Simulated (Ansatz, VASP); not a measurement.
# Two plane-wave programs on In2Ga3

```
In Ga
1.0
    -2.88314    2.88314    3.78531
     2.88314   -2.88314    3.78531
     2.88314    2.88314   -3.78531
In Ga
2 3
Cartesian
  0.0000 2.8831 0.0000
  2.8831 0.0000 0.0000
  0.0000 0.0000 2.4937
  0.0000 0.0000 5.0769
  0.0000 0.0000 0.0000
```

Alike in both runs: functional PBE; k mesh 4 × 4 × 4; occupations gaussian, width 0.1 eV; no spin polarisation.

Ansatz relaxed the structure, and its values are those at the end. VASP's run is a single point on that final structure, the one shown.

|  | VASP | Ansatz |
| --- | --- | --- |
| version | VASP 6.6.1 | Ansatz 0.2.0 |
| potentials or method | VASP PAW PBE potentials, release 64 (In_d, Ga_d), cutoff 520 eV | scalar-relativistic, plane waves, PAW |
| valence electrons in the cell | 65 | 65 |

```csv
,VASP,Ansatz,Ansatz less VASP
gap on the k mesh at the Fermi level (eV),none,none,-
pressure (GPa),-0.1,-0.1,-0.02
rms of the force components (eV/Å),0.010,0.010,-0.0002
```

A gap of «none» marks a metal or a gap that the smearing closes. The functional is the same, so the differences come from potentials, cutoffs and numerics.

The k mesh is coarse, so the values compare programs but aren't converged.
